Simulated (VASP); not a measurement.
# NbTeS4: single point with PBE

NbTeS4:

```
Nb Te S
1.0
     4.31133   -4.36279    0.00000
     4.31133    4.36279    0.00000
     0.00000    0.00000    3.76064
Nb Te S
1 1 4
Direct
  0.50000 0.50000 0.50000
  0.00000 0.00000 0.00000
  0.21448 0.21448 0.50000
  0.78552 0.78552 0.50000
  0.68417 0.31583 0.00000
  0.31583 0.68417 0.00000
```

The cell was built from a structure type or drawn by symmetry, and may not be a known phase.

| Item | Value |
| --- | --- |
| Program | VASP 6.6.1 |
| Task | single point |
| Functional | PBE |
| Potentials or basis | VASP PAW PBE potentials, release 64 (Nb_sv, Te, S) |
| Cutoff | 520 eV |
| k mesh | 6 × 6 × 10 |
| Occupations | gaussian, width 0.1 eV |
| Spin | no spin polarisation |
| Dipole correction | no |
| Further INCAR settings | ALGO = Normal; EDIFF = 1e-07; NBANDS = 30 |

* Pressure: -0.2 GPa
* Largest force: 0.012 eV/Å
* Band gap on the k mesh: zero (an odd number of electrons rules out a gap without spin polarisation)

Forces in eV/Å, atoms in the order of the input:
```
Nb   0.000  0.000  0.000
Te   0.000  0.000  0.000
S    0.001  0.000  0.000
S   -0.001  0.000  0.000
S    0.000  0.012  0.000
S    0.000 -0.012  0.000
```

Stress tensor (GPa, compression positive):
```
-0.18  0.00  0.00
 0.00 -0.09  0.00
 0.00  0.00 -0.23
```

Levels at points of the mesh, in eV from the Fermi level:
```
           k point  band 18  band 19  band 20  band 21  band 22  band 23  band 24  band 25
(0.00, 0.00, 0.00)    -1.56    -1.45    -1.09    -0.47     0.26     0.62     0.94     1.10
(0.50, 0.00, 0.00)    -1.93    -1.48    -1.32    -0.77    -0.59    -0.51     0.53     1.20
(0.50, 0.50, 0.00)    -2.53    -2.03    -1.89    -1.59     0.04     0.67     1.57     1.89
(0.00, 0.00, 0.50)    -2.72    -2.13    -1.89    -1.29     0.13     0.66     0.82     0.82
(0.50, 0.00, 0.50)    -2.63    -1.63    -1.49    -0.69     0.37     0.56     0.74     1.32
(0.50, 0.50, 0.50)    -2.21    -1.84    -1.45    -1.21     0.44     0.54     0.56     0.65
```

Run time: 5 min on 1 thread of Intel(R) Xeon(R) 6975P-C (Granite Rapids), with other jobs on the host, peak memory 0.45 GiB.

Caveat: spin-orbit coupling is left out, which moves the levels of the heavy elements.
